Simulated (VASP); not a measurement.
# Cd3O (P4/mbm) in VASP: relaxation of cell and atoms with PBE

Aim: the relaxation of cell and atoms of Cd3O with PBE.

Everything below comes from runs of VASP 6.6.1. Logs are shortened: lines on timing, memory, paths and dates and some standing lists are left out, and cuts for length are marked.

**1. The cell of the first run**

It takes space group P4/mbm (No. 127, tetragonal). Conventional cell: a = 5.990 Å, b = 5.990 Å, c = 4.266 Å, α = 90.00°, β = 90.00°, γ = 90.00°. Cd (site symmetry m2m) has 4 O at 2.93 to 3.09 Å and 14 Cd at 3.00 to 4.46 Å within 4.5 Å. Cd (site symmetry 4/m) has 4 O at 3.00 Å and 8 Cd at 3.01 Å within 3.9 Å. Within 3.9 Å of O (site symmetry mmm) lie 12 Cd at 2.93 to 3.09 Å.

The cell was generated, and may not be a known phase.

**2. Relaxation of cell and atoms, PBE**

Contents of INCAR:

```
SYSTEM = Cd3O
PREC = Accurate ; ENCUT = 600
EDIFF = 1E-7 ; ISMEAR = 0
SIGMA = 0.2 ; LREAL = .False.
LASPH = .True. ; NELM = 120
ALGO = Normal ; ISIF = 3
LWAVE = .False. ; LCHARG = .False.
GGA = PE ; IBRION = 2
NSW = 36 ; EDIFFG = -0.08
GGA_COMPAT = .False. ; NELMIN = 4
```

Contents of KPOINTS:

```
regular mesh
0
Gamma
  3 3 4
  0 0 0
```

Contents of POSCAR:

```
Cd3O
1.0
    5.9903582400      0.0000000000      0.0000000000
    0.0000000000      5.9903582400      0.0000000000
    0.0000000000      0.0000000000      4.2664688600
Cd O
6 2
Direct
    0.7630860100      0.2630860100      0.0000000000
    0.2369139900      0.7369139900      0.0000000000
    0.2630860100      0.2369139900      0.0000000000
    0.7369139900      0.7630860100      0.0000000000
    0.5000000000      0.5000000000      0.5000000000
    0.0000000000      0.0000000000      0.5000000000
    0.0000000000      0.5000000000      0.5000000000
    0.5000000000      0.0000000000      0.5000000000
```

Potentials or basis: VASP PAW PBE potentials, release 64 (Cd, O).

Run with:

```
$ cat potpaw_PBE.64/Cd/POTCAR potpaw_PBE.64/O/POTCAR > POTCAR
$ mpirun -np 1 vasp_std > vasp.out
```

OUTCAR:

```text
SYSTEM = Cd3O
   PREC = Accurate
   ENCUT = 600
   EDIFF = 1E-7
   ISMEAR = 0
   LREAL = .False.
   LASPH = .True.
   NELM = 120
   ISIF = 3
   GGA = PE
   IBRION = 2
   NSW = 36
   EDIFFG = -0.08
   NELMIN = 4

 ion  position               nearest neighbor table
   1  0.763  0.263  0.000-   3 3.00   4 3.00   4 3.00   3 3.00   5 3.01   6 3.01   5 3.01   6 3.01

   2  0.237  0.737  0.000-   3 3.00   4 3.00   3 3.00   4 3.00   5 3.01   6 3.01   5 3.01   6 3.01

   3  0.263  0.237  0.000-   1 3.00   2 3.00   2 3.00   1 3.00   5 3.01   6 3.01   5 3.01   6 3.01

   4  0.737  0.763  0.000-   1 3.00   2 3.00   1 3.00   2 3.00   5 3.01   6 3.01   5 3.01   6 3.01

   5  0.500  0.500  0.500-   1 3.01   2 3.01   3 3.01   4 3.01   1 3.01   2 3.01   3 3.01   4 3.01

   6  0.000  0.000  0.500-   1 3.01   2 3.01   3 3.01   4 3.01   1 3.01   2 3.01   3 3.01   4 3.01

   7  0.000  0.500  0.500-
   8  0.500  0.000  0.500-

  LATTYP: Found a simple tetragonal cell.
 ALAT       =     5.9903582400
 C/A-ratio  =     0.7122226567

  Lattice vectors:

 A1 = (   5.9903582400,   0.0000000000,   0.0000000000)
 A2 = (   0.0000000000,   5.9903582400,   0.0000000000)
 A3 = (   0.0000000000,   0.0000000000,   4.2664688600)

Analysis of symmetry for initial positions (statically):
=====================================================================
 Subroutine PRICEL returns:
 Original cell was already a primitive cell.

 Routine SETGRP: Setting up the symmetry group for a
 simple tetragonal supercell.

 Subroutine GETGRP returns: Found 16 space group operations
 (whereof  8 operations were pure point group operations)
 out of a pool of 16 trial point group operations.

The static configuration has the point symmetry C_4h.
 The point group associated with its full space group is D_4h.

Analysis of symmetry for dynamics (positions and initial velocities):
=====================================================================
 Subroutine PRICEL returns:
 Original cell was already a primitive cell.

 Routine SETGRP: Setting up the symmetry group for a
 simple tetragonal supercell.

 Subroutine GETGRP returns: Found 16 space group operations
 (whereof  8 operations were pure point group operations)
 out of a pool of 16 trial point group operations.

The dynamic configuration has the point symmetry C_4h.
 The point group associated with its full space group is D_4h.

 Subroutine INISYM returns: Found 16 space group operations
 (whereof  8 operations are pure point group operations),
 and found     1 'primitive' translations

[... 92 lines left out ...]
   EDIFFG = -.8E-01   stopping-criterion for IOM
   NSW    =     36    number of steps for IOM
   IBRION =      2    ionic relax: 0-MD 1-quasi-New 2-CG
   NFREE  =      1    steps in history (QN), initial steepest desc. (CG)
   ISIF   =      3    stress and relaxation
   ISYM   =      2    0-nonsym 1-usesym 2-fastsym
   POTIM  = 0.5000    time-step for ionic-motion
   TEBEG  =    0.0;   TEEND  =   0.0 temperature during run
   PSTRESS=    0.0 pullay stress
   NELECT =      84.0000    total number of electrons
   NUPDOWN=      -1.0000    fix difference up-down
   EMIN   =  10.00;   EMAX   =-10.00  energy-range for DOS
   EFERMI =   0.00;   METHOD = LEGACY
   ISMEAR =     0;   SIGMA  =   0.20  broadening in eV -4-tet -1-fermi 0-gaus
   EFERMI_NEDOS =   21; number of points for ismear=-14 and -15
   IALGO  =     38    algorithm
   IMIX   =      4    mixing-type and parameters
     AMIX     =   0.40;   BMIX     =  1.00
     AMIX_MAG =   1.60;   BMIX_MAG =  1.00
  volume/ion in A,a.u.               =      19.14       129.15
  Fermi-wavevector in a.u.,A,eV,Ry     =   1.340221  2.532651 24.438694  1.796193
  Thomas-Fermi vector in A             =   2.468551
   LORBIT       =      0    0 simple, 1 ext, 2 COOP (PROOUT), +10 PAW based schemes
   GGA     = PE    functional components
   LHFCALC =     F    Hartree Fock is set to
   AEXX    =    0.0000 exact exchange contribution
   IVDW    =     0    specifies the selected vdW correction
   LEPSILON=     F    determine dielectric tensor
   LRPA    =     F    only Hartree local field effects (RPA)
 conjugate gradient relaxation of ions
 non-spin polarized calculation
 Gauss-broadening in eV      SIGMA  =   0.20
  energy-cutoff  :      600.00
  volume of cell :      153.10
 maximum number of plane-waves:      5128
 NGX is ok and might be reduce to    48
   NGX = 23   NGY = 23   NGZ = 17

--------------------------------------- Ionic step        1  -------------------------------------------

 number of electron      84.0000017 magnetization

 Free energy of the ion-electron system (eV)
  ---------------------------------------------------
  ext. energy  EPLUGINS =         0.00000000
  ---------------------------------------------------
  free energy    TOTEN  =       -13.80706811 eV

  energy without entropy =      -13.72826693  energy(sigma->0) =      -13.76766752

------------------------ aborting loop because EDIFF is reached ----------------------------------------

  FORCE on cell =-STRESS in cart. coord.  units (eV):
  Direction    XX          YY          ZZ          XY          YZ          ZX
  --------------------------------------------------------------------------------------
  -------------------------------------------------------------------------------------
  Total       -2.1375334     -2.1375334     -0.9464478      0.0000000     -0.0000000      0.0000000
  in kB      -22.3691412    -22.3691412     -9.9045116      0.0000000     -0.0000000      0.0000000
  external PRESSURE =     -18.2142647 kB  Pullay stress =       0.0000000 kB
[... 107 lines left out ...]
  FREE ENERGIE OF THE ION-ELECTRON SYSTEM (eV)
  ---------------------------------------------------
  free  energy   TOTEN  =       -13.8545092736 eV

  energy  without entropy=      -13.7843308786  energy(sigma->0) =      -13.81942008

[... ionic steps 4 to 16 ...]

--------------------------------------- Ionic step       17  -------------------------------------------

 number of electron      83.9999962 magnetization

------------------------ aborting loop because EDIFF is reached ----------------------------------------
[... 79 lines left out ...]
--------------------------------------- Ionic step       19  -------------------------------------------

 number of electron      84.0000019 magnetization

 Free energy of the ion-electron system (eV)
  ---------------------------------------------------
  ext. energy  EPLUGINS =         0.00000000
  ---------------------------------------------------
  free energy    TOTEN  =       -14.74234331 eV

  energy without entropy =      -14.65864694  energy(sigma->0) =      -14.70049512

 E-fermi :   2.5021     XC(G=0): -11.0118

 val. band max:        2.4025088112   @ k =   0.3333   0.0000   0.2500
 cond. band min:       2.5404513054   @ k =   0.3333   0.3333   0.5000
 fundamental gap:      0.1379424942
 Fermi energy:         2.5021401150

 k-point     1 :       0.0000    0.0000    0.0000
  band No.  band energies     occupation
      1     -14.3693      2.00000
      2     -14.2352      2.00000
      3      -7.3043      2.00000
      4      -7.1334      2.00000
      5      -7.0061      2.00000
      6      -7.0061      2.00000
[... 501 lines left out ...]
  FREE ENERGIE OF THE ION-ELECTRON SYSTEM (eV)
  ---------------------------------------------------
  free  energy   TOTEN  =       -14.7423433143 eV

  energy  without entropy=      -14.6586469352  energy(sigma->0) =      -14.70049512

 reached required accuracy - stopping structural energy minimisation
```

CONTCAR:

```text
Cd3O
   1.00000000000000
     5.5544760194334186   -0.0000000000000000    0.0000000000000000
    -0.0000000000000000    5.5544760194334186   -0.0000000000000000
    -0.0000000000000000   -0.0000000000000000    4.7522208304129130
  Cd              O
     6     2
Direct
     0.8225146084823967    0.3225146084823967    0.0000000000000000
     0.1774853915176033    0.6774853915176033    0.0000000000000000
     0.3225146084823967    0.1774853915176033    0.0000000000000000
     0.6774853915176033    0.8225146084823967    0.0000000000000000
     0.5000000000000000    0.5000000000000000    0.5000000000000000
     0.0000000000000000    0.0000000000000000    0.5000000000000000
     0.0000000000000000    0.5000000000000000    0.5000000000000000
     0.5000000000000000    0.0000000000000000    0.5000000000000000

  0.00000000E+00  0.00000000E+00  0.00000000E+00
  0.00000000E+00  0.00000000E+00  0.00000000E+00
  0.00000000E+00  0.00000000E+00  0.00000000E+00
  0.00000000E+00  0.00000000E+00  0.00000000E+00
  0.00000000E+00  0.00000000E+00  0.00000000E+00
  0.00000000E+00  0.00000000E+00  0.00000000E+00
  0.00000000E+00  0.00000000E+00  0.00000000E+00
  0.00000000E+00  0.00000000E+00  0.00000000E+00
```

Wall time 18 min (1 thread of Oxide Virtual Turin-like, shared host); peak memory 0.29 GiB.

What came out:

```yaml
Free_energy: -14.7423 eV
Relaxed_volume: 18.33 Å³/atom
Relaxed_cell: a = 5.554 Å, b = 5.554 Å, c = 4.752 Å, α = 90.00°, β = 90.00°, γ = 90.00°
Space_group_after_relaxing_to_0.1_Å: P4/mbm (No. 127)
Energy_gained_by_relaxing: 116.9 meV/atom
Ionic_steps: 19
Pressure_after_relaxing: 0.0 GPa
Largest_force_after_relaxing: 0.013 eV/Å
Band_gap_on_the_k_mesh: zero (bands 42 and 43 overlap by 0.76 eV)
```

Forces on the atoms (eV/Å):
```
Cd   0.009  0.009  0.000
Cd  -0.009 -0.009  0.000
Cd   0.009 -0.009  0.000
Cd  -0.009  0.009  0.000
Cd   0.000  0.000  0.000
Cd   0.000  0.000  0.000
O    0.000  0.000  0.000
O    0.000  0.000  0.000
```

Step by step:
```tsv
step	energy change (eV)	largest force (eV/Å)	pressure (GPa)	volume (Å³)
1	0.0000	0.2326	-1.82	153.10
2	-0.0448	0.2635	0.01	148.33
3	-0.0474	0.2739	0.61	146.94
4	-0.0757	0.3104	0.65	146.75
5	-0.1714	0.4134	0.76	146.14
6	-0.4027	0.5711	1.11	144.66
7	-0.8091	0.3019	3.27	140.70
8	-0.7428	0.2551	4.99	139.30
9	-0.8098	0.2344	3.52	140.45
10	-0.8329	0.1354	3.10	141.35
11	-0.8505	0.1204	2.37	143.26
12	-0.8675	0.0703	1.81	144.12
13	-0.8946	0.0583	0.31	146.71
14	-0.8964	0.0928	-0.12	147.52
15	-0.8964	0.0962	-0.17	147.61
16	-0.8986	0.0916	-0.17	147.57
17	-0.9048	0.0793	-0.16	147.45
18	-0.9161	0.0560	-0.13	147.19
19	-0.9353	0.0130	0.02	146.62
```

Final structure:
```
Cd O
1.0
     5.55448    0.00000    0.00000
     0.00000    5.55448    0.00000
     0.00000    0.00000    4.75222
Cd O
6 2
Cartesian
  4.5686 1.7914 0.0000
  0.9858 3.7631 0.0000
  1.7914 0.9858 0.0000
  3.7631 4.5686 0.0000
  2.7772 2.7772 2.3761
  0.0000 0.0000 2.3761
  0.0000 2.7772 2.3761
  2.7772 0.0000 2.3761
```

Levels at points of the mesh, in eV from the Fermi level:
| k point | band 38 | band 39 | band 40 | band 41 | band 42 | band 43 | band 44 | band 45 | band 46 | band 47 |
| --- | --- | --- | --- | --- | --- | --- | --- | --- | --- | --- |
| (0.00, 0.00, 0.00) | -2.42 | -2.42 | -2.17 | -1.17 | 0.20 | 0.20 | 0.89 | 1.71 | 3.82 | 3.82 |
| (0.00, 0.00, 0.50) | -2.24 | -2.24 | -1.54 | -1.07 | -0.53 | -0.53 | -0.43 | 1.30 | 3.81 | 3.81 |

Caveat: the k points lie up to 0.38 Å⁻¹ apart in the final cell, too coarse for converged energies and pressures of a metal; semilocal functionals underestimate gaps, and a narrow one can read as zero.

The gap in the log of VASP goes by the Fermi energy; the results here count the filled bands.